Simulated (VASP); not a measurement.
Set up this calculation in VASP 6.6.1, as the native input.

- Task: single point
- Functional: PBE
- Potentials or basis: VASP PAW PBE potentials, release 64 (Cr_pv, Cd, N)
- Cutoff: 520 eV
- k mesh: 6 × 6 × 4
- Occupations: gaussian, width 0.1 eV
- Spin: collinear spin, ferromagnetic start
- Starting moments: [3.0, 3.0, 3.0, 0.0, 0.0] μB
- Dipole correction: no
- Further INCAR settings: ALGO = Normal; EDIFF = 1e-07; NBANDS = 38

The structure of Cr3CdN lies in POSCAR:

```
Cr3CdN
1.0
    4.0818729556     -0.0000000031      0.0000000000
   -2.0409364752      3.5350056761      0.0000000000
    0.0000000000      0.0000000000      6.9191392303
Cr Cd N
3 1 1
Direct
    0.3333333333      0.6666666667      0.0000000000
    0.3333333333      0.6666666667      0.6823817422
    0.3333333333      0.6666666667      0.3176182578
    0.6666666667      0.3333333333      0.0000000000
    0.6666666667      0.3333333333      0.5000000000
```

One way to write it, as run:

INCAR

```
PREC = Accurate ; ENCUT = 520
EDIFF = 1E-7 ; ISMEAR = 0
SIGMA = 0.1 ; LREAL = F
LASPH = T ; NELM = 150
ALGO = Normal ; ISIF = 2
LWAVE = F ; LCHARG = F
ISPIN = 2 ; MAGMOM = 3 3 3 0 0
LORBIT = 11 ; LMAXMIX = 4
GGA = PE ; NBANDS = 38
```

KPOINTS

```
Automatic mesh
0
Gamma
  6 6 4
```

Potentials or basis: VASP PAW PBE potentials, release 64 (Cr_pv, Cd, N).

Run with:

```sh
$ cat potpaw_PBE.64/Cr_pv/POTCAR potpaw_PBE.64/Cd/POTCAR potpaw_PBE.64/N/POTCAR > POTCAR
$ mpirun -np 1 vasp_std > vasp.out
```

It gave:

- Pressure: 0.5 GPa
- Largest force: 0.081 eV/Å
- Net moment: 4.14 μB per cell
- Site moments: Cr -2.66, +3.46; Cd -0.10; N -0.42 μB
- Valence electrons inside the program's atomic spheres: Cr 11.17, 10.53; Cd 10.56; N 3.37

Caveat: only a ferromagnetic start was run, and an antiferromagnetic order may lie lower in energy.

It used 510 s of CPU time on 1 thread of AMD EPYC 7R13 Processor (Zen 3), on a shared host.
